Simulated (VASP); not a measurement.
# Fe (Im-3m) in VASP: a series of runs, part 2 of 2

VASP 6.6.1. The steps go on from the part before.

## (3) Single point, PBE

This run uses another cell than the first one, of 10.93 Å³/atom, 1.020 times its volume.

The input, INCAR:

```
PREC = Accurate
ENCUT = 520
EDIFF = 1E-6
ISMEAR = -1
SIGMA = 0.06122561905347299
LREAL = F
LASPH = T
NELM = 80
ALGO = Normal
ISIF = 2
LWAVE = F
LCHARG = F
GGA = PE
NBANDS = 10
```

The input, KPOINTS:

```
Automatic mesh
0
Gamma
  19 19 19
```

The input, POSCAR:

```
Fe
1.0
   -1.3979000176      1.3979000176      1.3979000176
    1.3979000176     -1.3979000176      1.3979000176
    1.3979000176      1.3979000176     -1.3979000176
Fe
1
Direct
    0.0000000000      0.0000000000      0.0000000000
```

Potentials or basis: VASP PAW PBE potentials, release 64 (Fe).

Command:

```bash
cat potpaw_PBE.64/Fe/POTCAR > POTCAR
mpirun -np 1 vasp_std > vasp.out
```

OUTCAR:

```text
PREC = Accurate
   ENCUT = 520
   EDIFF = 1E-6
   ISMEAR = -1
   LREAL = F
   LASPH = T
   NELM = 80
   ISIF = 2
   GGA = PE

 ion  position               nearest neighbor table
   1  0.000  0.000  0.000-

  LATTYP: Found a body centered cubic cell.
 ALAT       =     2.7958000352

  Lattice vectors:

 A1 = (  -1.3979000176,   1.3979000176,   1.3979000176)
 A2 = (   1.3979000176,  -1.3979000176,   1.3979000176)
 A3 = (   1.3979000176,   1.3979000176,  -1.3979000176)

Analysis of symmetry for initial positions (statically):
=====================================================================
 Subroutine PRICEL returns:
 Original cell was already a primitive cell.

 Routine SETGRP: Setting up the symmetry group for a
 body centered cubic supercell.

 Subroutine GETGRP returns: Found 48 space group operations
 (whereof 48 operations were pure point group operations)
 out of a pool of 48 trial point group operations.

The static configuration has the point symmetry O_h .

Analysis of symmetry for dynamics (positions and initial velocities):
=====================================================================
 Subroutine PRICEL returns:
 Original cell was already a primitive cell.

 Routine SETGRP: Setting up the symmetry group for a
 body centered cubic supercell.

 Subroutine GETGRP returns: Found 48 space group operations
 (whereof 48 operations were pure point group operations)
 out of a pool of 48 trial point group operations.

The dynamic configuration has the point symmetry O_h .

 Subroutine INISYM returns: Found 48 space group operations
 (whereof 48 operations are pure point group operations),
 and found     1 'primitive' translations

----------------------------------------------------------------------------------------

                                     Primitive cell

  volume of cell :      10.9267

  direct lattice vectors                    reciprocal lattice vectors
    -1.397900018  1.397900018  1.397900018     0.000000000  0.357679372  0.357679372
     1.397900018 -1.397900018  1.397900018     0.357679372  0.000000000  0.357679372
     1.397900018  1.397900018 -1.397900018     0.357679372  0.357679372  0.000000000

  length of vectors
     2.421233854  2.421233854  2.421233854     0.505835018  0.505835018  0.505835018

  position of ions in fractional coordinates (direct lattice)
     0.000000000  0.000000000  0.000000000

  ion indices of the primitive-cell ions
   primitive index   ion index
                 1           1

----------------------------------------------------------------------------------------

 KPOINTS: Automatic mesh

Automatic generation of k-mesh.
 Grid dimensions read from file:
 generate k-points for:   19   19   19

 Generating k-lattice:

  Cartesian coordinates                     Fractional coordinates (reciprocal lattice)
     0.000000000  0.018825230  0.018825230     0.052631579  0.000000000  0.000000000
     0.018825230  0.000000000  0.018825230     0.000000000  0.052631579  0.000000000
     0.018825230  0.018825230  0.000000000     0.000000000  0.000000000  0.052631579

  Length of vectors
     0.026622896  0.026622896  0.026622896

  Shift w.r.t. Gamma in fractional coordinates (k-lattice)
     0.000000000  0.000000000  0.000000000

 Subroutine IBZKPT returns following result:
 ===========================================

 Found    220 irreducible k-points:

 Following reciprocal coordinates:
            Coordinates               Weight
  0.000000  0.000000  0.000000      1.000000
  0.052632  0.000000  0.000000     12.000000
  0.105263  0.000000  0.000000     12.000000
  0.157895  0.000000  0.000000     12.000000
  0.210526  0.000000  0.000000     12.000000
  0.263158  0.000000  0.000000     12.000000
[... 16 lines left out ...]
  0.263158  0.105263  0.000000     48.000000
  0.315789  0.105263  0.000000     48.000000
 [... further k-points ...]
   k-points           NKPTS =    220   k-points in BZ     NKDIM =    220   number of bands    NBANDS=     10
   number of dos      NEDOS =    301   number of ions     NIONS =      1
   total plane-waves  NPLWV =   5832
   dimension x,y,z NGX =    18 NGY =   18 NGZ =   18
   dimension x,y,z NGXF=    36 NGYF=   36 NGZF=   36
   ions per type =               1
   NGX,Y,Z   is equivalent  to a cutoff of  12.36, 12.36, 12.36 a.u.
   NGXF,Y,Z  is equivalent  to a cutoff of  24.72, 24.72, 24.72 a.u.
 SYSTEM =  unknown system
   PREC   = accura    normal or accurate (medium, high low for compatibility)
   ISTART =      0    job   : 0-new  1-cont  2-samecut
   ICHARG =      2    charge: 1-file 2-atom 10-const
   ISPIN  =      1    spin polarized calculation?
   LNONCOLLINEAR =      F non collinear calculations
   LSORBIT =      F    spin-orbit coupling
   LASPH  =      T    aspherical Exc in radial PAW
   ENCUT  =  520.0 eV  38.22 Ry    6.18 a.u.   4.50  4.50  4.50*2*pi/ulx,y,z
   NELM   =     80;   NELMIN=  2; NELMDL= -5     # of ELM steps
   EDIFF  = 0.1E-05   stopping-criterion for ELM
   LREAL  =      F    real-space projection
   EDIFFG = 0.1E-04   stopping-criterion for IOM
   NSW    =      0    number of steps for IOM
   IBRION =     -1    ionic relax: 0-MD 1-quasi-New 2-CG
   NFREE  =      0    steps in history (QN), initial steepest desc. (CG)
   ISIF   =      2    stress and relaxation
   ISYM   =      2    0-nonsym 1-usesym 2-fastsym
   POTIM  = 0.5000    time-step for ionic-motion
   TEBEG  =    0.0;   TEEND  =   0.0 temperature during run
   PSTRESS=    0.0 pullay stress
   NELECT =       8.0000    total number of electrons
   NUPDOWN=      -1.0000    fix difference up-down
   EMIN   =  10.00;   EMAX   =-10.00  energy-range for DOS
   EFERMI =   0.00;   METHOD = LEGACY
   ISMEAR =    -1;   SIGMA  =   0.06  broadening in eV -4-tet -1-fermi 0-gaus
   EFERMI_NEDOS =   21; number of points for ismear=-14 and -15
   IALGO  =     38    algorithm
   IMIX   =      4    mixing-type and parameters
     AMIX     =   0.40;   BMIX     =  1.00
     AMIX_MAG =   1.60;   BMIX_MAG =  1.00
  volume/ion in A,a.u.               =      10.93        73.74
  Fermi-wavevector in a.u.,A,eV,Ry     =   1.475510  2.788309 29.621634  2.177129
  Thomas-Fermi vector in A             =   2.590150
   LORBIT       =      0    0 simple, 1 ext, 2 COOP (PROOUT), +10 PAW based schemes
   GGA     = PE    functional components
   LHFCALC =     F    Hartree Fock is set to
   AEXX    =    0.0000 exact exchange contribution
   IVDW    =     0    specifies the selected vdW correction
   LEPSILON=     F    determine dielectric tensor
   LRPA    =     F    only Hartree local field effects (RPA)
 non-spin polarized calculation
  energy-cutoff  :      520.00
  volume of cell :       10.93
 maximum number of plane-waves:       321
 NGX is ok and might be reduce to    18
   NGX =  9   NGY =  9   NGZ =  9

 number of electron       8.0000005 magnetization

 Free energy of the ion-electron system (eV)
  ---------------------------------------------------
  ext. energy  EPLUGINS =         0.00000000
  ---------------------------------------------------
  free energy    TOTEN  =        -7.76998523 eV

  energy without entropy =       -7.72629296  energy(sigma->0) =       -7.74813909

 E-fermi :   6.2870     XC(G=0): -13.3833

 val. band max:        6.2867295969   @ k =   0.3684   0.2632   0.0000
 cond. band min:       6.2882303024   @ k =   0.1579   0.1053   0.1053
 fundamental gap:      0.0015007055
 Fermi energy:         6.2870261634

 k-point     1 :       0.0000    0.0000    0.0000
  band No.  band energies     occupation
      1      -2.3647      2.00000
      2       4.5962      2.00000
      3       4.5962      2.00000
      4       4.5962      2.00000
      5       6.2426      1.34796
      6       6.2426      1.34794
      7      31.5342      0.00000
      8      31.5342      0.00000
      9      31.5342      0.00000
     10      37.0341      0.00000

 k-point     2 :       0.0526    0.0000    0.0000
  band No.  band energies     occupation
      1      -2.2458      2.00000
      2       4.5603      2.00000
      3       4.5924      2.00000
      4       4.6636      2.00000
      5       6.2046      1.58714
      6       6.2454      1.32751
      7      30.8174      0.00000
      8      31.3875      0.00000
      9      31.4795      0.00000
     10      36.6032      0.00000
[... 274 lines left out ...]
 k-point    24 :       0.3158    0.1053    0.0000
  band No.  band energies     occupation
      1       1.6621      2.00000
      2       3.5782      2.00000
      3       4.5849      2.00000
      4       6.0822      1.93192
      5       6.5428      0.03021
      6       7.5893      0.00000
      7      17.7340      0.00000
      8      23.8765      0.00000
      9      27.4241      0.00000
     10      31.8990      0.00000

 [... further k-points ...]
[... 5 lines left out ...]
  --------------------------------------------------------------------------------------
  -------------------------------------------------------------------------------------
  Total       -0.6831989     -0.6831989     -0.6831989     -0.0000000      0.0000000     -0.0000000
  in kB     -100.1773247   -100.1773247   -100.1773247     -0.0000000      0.0000000     -0.0000000
  external PRESSURE =    -100.1773247 kB  Pullay stress =       0.0000000 kB

 VOLUME and BASIS-vectors are now :
 -----------------------------------------------------------------------------
  energy-cutoff  :      520.00
  volume of cell :       10.93
      direct lattice vectors                 reciprocal lattice vectors
    -1.397900018  1.397900018  1.397900018     0.000000000  0.357679372  0.357679372
     1.397900018 -1.397900018  1.397900018     0.357679372  0.000000000  0.357679372
     1.397900018  1.397900018 -1.397900018     0.357679372  0.357679372  0.000000000

 POSITION                                       TOTAL-FORCE (eV/Angst)
 -----------------------------------------------------------------------------------
      0.00000      0.00000      0.00000         0.000000      0.000000     -0.000000
 -----------------------------------------------------------------------------------
    total drift:                                0.000000      0.000000      0.000000

  FREE ENERGIE OF THE ION-ELECTRON SYSTEM (eV)
  ---------------------------------------------------
  free  energy   TOTEN  =        -7.7699852312 eV

  energy  without entropy=       -7.7262929567  energy(sigma->0) =       -7.74813909
```

OSZICAR:

```text
N       E                     dE             d eps       ncg     rms          rms(c)
DAV:   1     0.165394968542E+02    0.16539E+02   -0.43565E+03  4704   0.105E+03
DAV:   2    -0.875086214277E+01   -0.25290E+02   -0.24100E+02  4458   0.131E+02
DAV:   3    -0.925725407629E+01   -0.50639E+00   -0.50193E+00  4900   0.235E+01
DAV:   4    -0.925935008056E+01   -0.20960E-02   -0.20956E-02  4770   0.138E+00
DAV:   5    -0.925936475942E+01   -0.14679E-04   -0.14678E-04  4732   0.113E-01    0.114E+01
DAV:   6    -0.789945678111E+01    0.13599E+01   -0.12565E+01  4764   0.545E+01    0.237E+00
DAV:   7    -0.778772439882E+01    0.11173E+00   -0.81251E-01  4816   0.132E+01    0.885E-01
DAV:   8    -0.777340510288E+01    0.14319E-01   -0.14940E-02  6624   0.125E+00    0.321E-01
DAV:   9    -0.776998153105E+01    0.34236E-02   -0.20500E-03  5192   0.331E-01    0.602E-02
DAV:  10    -0.776999172876E+01   -0.10198E-04   -0.72671E-06  4866   0.309E-02    0.329E-02
DAV:  11    -0.776998517886E+01    0.65499E-05   -0.46134E-07  2668   0.550E-03    0.135E-03
DAV:  12    -0.776998523116E+01   -0.52303E-07   -0.20376E-08  2280   0.208E-03
   1 F= -.77699852E+01 E0= -.77481391E+01  d E =-.436923E-01
```

stdout:

```text
POSCAR found type information on POSCAR Fe
 POSCAR found :  1 types and       1 ions
 scaLAPACK will be used
 LDA part: xc-table for (Slater+PW92), standard interpolation
 POSCAR, INCAR and KPOINTS ok, starting setup
 FFT: planning ... GRIDC
 FFT: planning ... GRID_SOFT
 FFT: planning ... GRID
 WAVECAR not read
 entering main loop
```

It took 21 s on 1 thread of Intel Xeon Platinum 8259CL at 2.50GHz (Skylake/Cascade Lake), shared host; peak memory 0.14 GiB.

What came out:

- Free energy: -7.7700 eV
- Pressure: -10.0 GPa
- Band gap on the k mesh: zero (band 4 reaches 7.21 eV, above the bottom of band 5 at 5.23 eV)

Caveat: the run has no spin polarisation, though such a crystal can be magnetic.

## (4) Single point, PBE

This run uses another cell than the first one, of 11.14 Å³/atom, 1.039 times its volume.

The input, INCAR:

```
ALGO = Normal
EDIFF = 1E-6
ENCUT = 520
GGA = PE
ISIF = 2
ISMEAR = -1
LASPH = True
LCHARG = False
LREAL = False
LWAVE = False
NBANDS = 10
NELM = 80
PREC = Accurate
SIGMA = 0.06122561905347299
```

The input, KPOINTS:

```
k-points
0
Gamma
  19 19 19
```

The input, POSCAR:

```
Fe
1.0
   -1.4068040794      1.4068040794      1.4068040794
    1.4068040794     -1.4068040794      1.4068040794
    1.4068040794      1.4068040794     -1.4068040794
Fe
1
Direct
    0.0000000000      0.0000000000      0.0000000000
```

Command:

```bash
cat potpaw_PBE.64/Fe/POTCAR > POTCAR
mpirun -np 1 vasp_std > vasp.out
```

Wall time 18 s (1 thread of Intel Xeon Platinum 8259CL at 2.50GHz (Skylake/Cascade Lake), shared host); peak memory 0.14 GiB.

Results (log left out):

* Free energy: -7.7542 eV
* Pressure: -14.0 GPa
* Band gap on the k mesh: zero (band 4 reaches 6.98 eV, above the bottom of band 5 at 5.06 eV)

Levels at points of the mesh, in eV from the Fermi level:
| k point | band 2 | band 3 | band 4 | band 5 | band 6 | band 7 |
| --- | --- | --- | --- | --- | --- | --- |
| (0.00, 0.00, 0.00) | -1.64 | -1.64 | -1.64 | -0.04 | -0.04 | 25.06 |

Caveat: the run has no spin polarisation, though such a crystal can be magnetic. Spin polarisation is off, so any magnetic state and its effect on volume and gap are missing.

## (5) The runs side by side

| cell | gap on the mesh (eV) | pressure (GPa) |
| --- | --- | --- |
| a = 2.406 Å, angles 109.5°, 1 atom | none | -5.6 |
| a = 2.421 Å, angles 109.5°, 1 atom | none | -10.0 |
| a = 2.437 Å, angles 109.5°, 1 atom | none | -14.0 |

Alike in all rows: task single point; level PBE; potentials or basis VASP PAW PBE potentials, release 64 (Fe); no spin polarisation; k mesh 19 × 19 × 19; cutoff (eV) 520; smearing fermi-dirac 0.0612256 eV.

Caveats: the run has no spin polarisation, though such a crystal can be magnetic.

Absolute energies hang on the potentials; compare differences alone.
